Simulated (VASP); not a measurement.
# Hf4N in VASP: single point with PBE+D3(BJ)

Aim: the single point of Hf4N with PBE+D3(BJ).

All numbers are computed with VASP 6.6.1; they aren't measurements. Logs are shortened: lines on timing, memory, paths and dates and some standing lists are left out, and cuts for length are marked.

## Step 1: The cell of the first run

The cell holds a slab with vacuum, 10 atoms: a = 6.342 Å, b = 5.017 Å, c = 22.167 Å, α = 90.00°, β = 90.00°, γ = 90.00°.

## Step 2: Single point, PBE+D3(BJ)

The input, INCAR:

```
SYSTEM = Hf4N
ALGO = Normal
DIPOL = 0.5 0.5 0.307
EDIFF = 1E-7
ENCUT = 520
GGA = PE
IDIPOL = 3
ISIF = 2
ISMEAR = 0
IVDW = 12
LASPH = .True.
LCHARG = .False.
LDIPOL = .True.
LREAL = .False.
LWAVE = .False.
NBANDS = 56
NELM = 100
PREC = Accurate
SIGMA = 0.1
```

The input, KPOINTS:

```
k-points
0
Gamma
  4 6 1
  0 0 0
```

The input, POSCAR:

```
Hf4N
1.0
    6.3423521406      0.0000000000      0.0000000000
    0.0000000000      5.0167614026      0.0000000000
    0.0000000000      0.0000000000     22.1665201410
Hf N
8 2
Direct
    0.0000000000      0.7500000000      0.1804523206
    0.5000000000      0.7500000000      0.1804523206
    0.2500000000      0.2500000000      0.2217506242
    0.7500000000      0.2500000000      0.2217506242
    0.2500000000      0.7500000000      0.2964821324
    0.7500000000      0.7500000000      0.2964821324
    0.0000000000      0.2500000000      0.3368377216
    0.5000000000      0.2500000000      0.3368377216
    0.1250000000      0.5000000000      0.4721769621
    0.1250000000      0.5000000000      0.5218013503
```

Potentials or basis: VASP PAW PBE potentials, release 64 (Hf_pv, N).

On the command line:

```sh
$ cat potpaw_PBE.64/Hf_pv/POTCAR potpaw_PBE.64/N/POTCAR > POTCAR
$ mpirun -np 1 vasp_std > vasp.out
```

OUTCAR:

```text
SYSTEM = Hf4N
   EDIFF = 1E-7
   ENCUT = 520
   GGA = PE
   ISIF = 2
   ISMEAR = 0
   IVDW = 12
   LASPH = .True.
   LREAL = .False.
   NELM = 100
   PREC = Accurate
 IVDW          = 12

 ion  position               nearest neighbor table
   1  0.000  0.750  0.180-   5 3.02   6 3.02   3 3.11   4 3.11   3 3.11   4 3.11   2 3.17   2 3.17

   2  0.500  0.750  0.180-   5 3.02   6 3.02   3 3.11   4 3.11   3 3.11   4 3.11   1 3.17   1 3.17

   3  0.250  0.250  0.222-   7 3.00   8 3.00   5 3.01   5 3.01   1 3.11   1 3.11   2 3.11   2 3.11
                             4 3.17   4 3.17
   4  0.750  0.250  0.222-   7 3.00   8 3.00   6 3.01   6 3.01   1 3.11   1 3.11   2 3.11   2 3.11
                             3 3.17   3 3.17
   5  0.250  0.750  0.296-   3 3.01   3 3.01   1 3.02   2 3.02   8 3.10   7 3.10   7 3.10   8 3.10
                             6 3.17   6 3.17
   6  0.750  0.750  0.296-   4 3.01   4 3.01   1 3.02   2 3.02   8 3.10   7 3.10   7 3.10   8 3.10
                             5 3.17   5 3.17
   7  0.000  0.250  0.337-   3 3.00   4 3.00   5 3.10   6 3.10   5 3.10   6 3.10   8 3.17   8 3.17

   8  0.500  0.250  0.337-   3 3.00   4 3.00   5 3.10   6 3.10   5 3.10   6 3.10   7 3.17   7 3.17

   9  0.125  0.500  0.472-  10 1.10
  10  0.125  0.500  0.522-   9 1.10

  LATTYP: Found a simple orthorhombic cell.
 ALAT       =     5.0167614026
 B/A-ratio  =     1.2642323666
 C/A-ratio  =     4.4184920035

  Lattice vectors:

 A1 = (   0.0000000000,  -5.0167614026,   0.0000000000)
 A2 = (   6.3423521406,   0.0000000000,   0.0000000000)
 A3 = (   0.0000000000,   0.0000000000,  22.1665201410)

Analysis of symmetry for initial positions (statically):
=====================================================================
 Subroutine PRICEL returns:
 Original cell was already a primitive cell.

 Routine SETGRP: Setting up the symmetry group for a
 simple orthorhombic supercell.

 Subroutine GETGRP returns: Found  1 space group operations
 (whereof  1 operations were pure point group operations)
 out of a pool of  8 trial point group operations.

The static configuration has the point symmetry C_1 .

Analysis of symmetry for dynamics (positions and initial velocities):
=====================================================================
 Subroutine PRICEL returns:
 Original cell was already a primitive cell.

 Routine SETGRP: Setting up the symmetry group for a
 simple orthorhombic supercell.

 Subroutine GETGRP returns: Found  1 space group operations
 (whereof  1 operations were pure point group operations)
 out of a pool of  8 trial point group operations.

The dynamic configuration has the point symmetry C_1 .

[... 121 lines left out ...]
   IMIX   =      4    mixing-type and parameters
     AMIX     =   0.40;   BMIX     =  1.00
     AMIX_MAG =   1.60;   BMIX_MAG =  1.00
  volume/ion in A,a.u.               =      70.53       475.96
  Fermi-wavevector in a.u.,A,eV,Ry     =   0.824199  1.557510  9.242484  0.679303
  Thomas-Fermi vector in A             =   1.935842
   LORBIT       =      0    0 simple, 1 ext, 2 COOP (PROOUT), +10 PAW based schemes
   GGA     = PE    functional components
   LHFCALC =     F    Hartree Fock is set to
   AEXX    =    0.0000 exact exchange contribution
   IVDW    =    12    specifies the selected vdW correction
   LEPSILON=     F    determine dielectric tensor
   LRPA    =     F    only Hartree local field effects (RPA)
 non-spin polarized calculation
 Gauss-broadening in eV      SIGMA  =   0.10
  energy-cutoff  :      520.00
  volume of cell :      705.30
 maximum number of plane-waves:     19096
   NGX = 23   NGY = 19   NGZ = 83

 dipolmoment           0.000000      0.000000      0.144150 electrons x Angstroem

 number of electron      89.9999989 magnetization

 dipolmoment           0.000000      0.000000     -0.016167 electrons x Angstroem

 Free energy of the ion-electron system (eV)
  ---------------------------------------------------
  ext. energy  EPLUGINS =         0.00000000
  ---------------------------------------------------
  free energy    TOTEN  =       -88.53137087 eV

  energy without entropy =      -88.46580069  energy(sigma->0) =      -88.49858578

 E-fermi :  -1.2612     XC(G=0):  -4.1583

 val. band max:       -1.2775942768   @ k =  -0.2500   0.3333   0.0000
 cond. band min:      -1.2314819662   @ k =   0.5000   0.5000   0.0000
 fundamental gap:      0.0461123106
 Fermi energy:        -1.2612499198

 k-point     1 :       0.0000    0.0000    0.0000
  band No.  band energies     occupation
      1     -32.5320      2.00000
      2     -32.5199      2.00000
      3     -32.5007      2.00000
      4     -32.4812      2.00000
      5     -32.4409      2.00000
      6     -32.4122      2.00000
[... 815 lines left out ...]
     55      -0.4130      0.00000
     56      -0.4037      0.00000

------------------------ aborting loop because EDIFF is reached ----------------------------------------

 vacuum level on the upper side and lower side of the slab       (xc-potential included)        -0.050         0.040

 Edisp (eV)   -2.11895

 E8    (eV) :    -1.1639

  FORCE on cell =-STRESS in cart. coord.  units (eV):
  Direction    XX          YY          ZZ          XY          YZ          ZX
  --------------------------------------------------------------------------------------
  -------------------------------------------------------------------------------------
  Total      -7.99812    -1.08092     2.09746    -0.06068    -0.41573    -0.07154
  in kB     -18.16883    -2.45546     4.76467    -0.13784    -0.94438    -0.16250
  external pressure =       -5.29 kB  Pullay stress =        0.00 kB

 VOLUME and BASIS-vectors are now :
 -----------------------------------------------------------------------------
  energy-cutoff  :      520.00
  volume of cell :      705.30
      direct lattice vectors                 reciprocal lattice vectors
     6.342352141  0.000000000  0.000000000     0.157670211  0.000000000  0.000000000
     0.000000000  5.016761403  0.000000000     0.000000000  0.199331784  0.000000000
     0.000000000  0.000000000 22.166520141     0.000000000  0.000000000  0.045113080

 POSITION                                       TOTAL-FORCE (eV/Angst)
 -----------------------------------------------------------------------------------
      0.00000      3.76257      4.00000         0.002247      0.004772      0.130446
      3.17118      3.76257      4.00000        -0.011701      0.030434      0.157055
      1.58559      1.25419      4.91544         0.015743      0.000624     -0.106417
      4.75676      1.25419      4.91544        -0.023009     -0.005826     -0.105385
      1.58559      3.76257      6.57198        -0.018012      0.041405     -0.104800
      4.75676      3.76257      6.57198         0.006721      0.011322     -0.010782
      0.00000      1.25419      7.46652        -0.045175      0.063783      0.133866
      3.17118      1.25419      7.46652         0.129187     -0.032999     -0.060958
      0.79279      2.50838     10.46652        -0.088118     -0.187041     -2.477623
      0.79279      2.50838     11.56652         0.032117      0.073528      2.444599
 -----------------------------------------------------------------------------------
    total drift:                               -0.000082      0.000063     -0.000042

  FREE ENERGIE OF THE ION-ELECTRON SYSTEM (eV)
  ---------------------------------------------------
  free  energy   TOTEN  =       -90.6503162671 eV

  energy  without entropy=      -90.5847460920  energy(sigma->0) =      -90.61753118

 vacuum level on the upper side and lower side of the slab         2.543         2.635
```

stdout:

```text
POSCAR found type information on POSCAR HfN
 POSCAR found :  2 types and      10 ions
 scaLAPACK will be used
 LDA part: xc-table for (Slater+PW92), standard interpolation
 POSCAR, INCAR and KPOINTS ok, starting setup
 FFT: planning ... GRIDC
 FFT: planning ... GRID_SOFT
 FFT: planning ... GRID
 WAVECAR not read
 entering main loop
```

Run time: 24 min. Hardware: 1 thread of Intel Xeon Platinum 8259CL at 2.50GHz (Skylake/Cascade Lake), shared host; peak memory 0.91 GiB.

What came out:

* Free energy: -90.6503 eV
* Largest force: 2.486 eV/Å
* Band gap on the k mesh: zero (bands 45 and 46 overlap by 0.44 eV)
* Dispersion energy per atom: -0.212 eV

Forces in eV/Å, atoms in the order of the input:
```
Hf   0.002  0.005  0.130
Hf  -0.012  0.030  0.157
Hf   0.016  0.001 -0.106
Hf  -0.023 -0.006 -0.105
Hf  -0.018  0.041 -0.105
Hf   0.007  0.011 -0.011
Hf  -0.045  0.064  0.134
Hf   0.129 -0.033 -0.061
N   -0.088 -0.187 -2.478
N    0.032  0.074  2.445
```

Levels at points of the mesh, in eV from the Fermi level:
```csv
k point,band 41,band 42,band 43,band 44,band 45,band 46,band 47,band 48,band 49,band 50
"(0.00, 0.00, 0.00)",-1.28,-0.72,-0.40,-0.24,0.10,0.40,0.48,0.70,0.86,0.87
"(0.50, 0.00, 0.00)",-0.93,-0.44,-0.42,-0.39,-0.35,-0.35,-0.22,0.22,0.23,0.59
"(0.00, 0.50, 0.00)",-0.88,-0.46,-0.42,-0.28,-0.26,0.46,0.49,0.55,0.60,0.79
"(0.50, 0.50, 0.00)",-1.24,-0.18,-0.17,-0.16,-0.16,0.03,0.04,0.06,0.06,0.35
```

Caveat: the standard files for N, O and F lose accuracy on very short bonds; spin-orbit coupling is left out, which moves the levels of the heavy elements.

The gap in the log of VASP goes by the Fermi energy; the results here count the filled bands.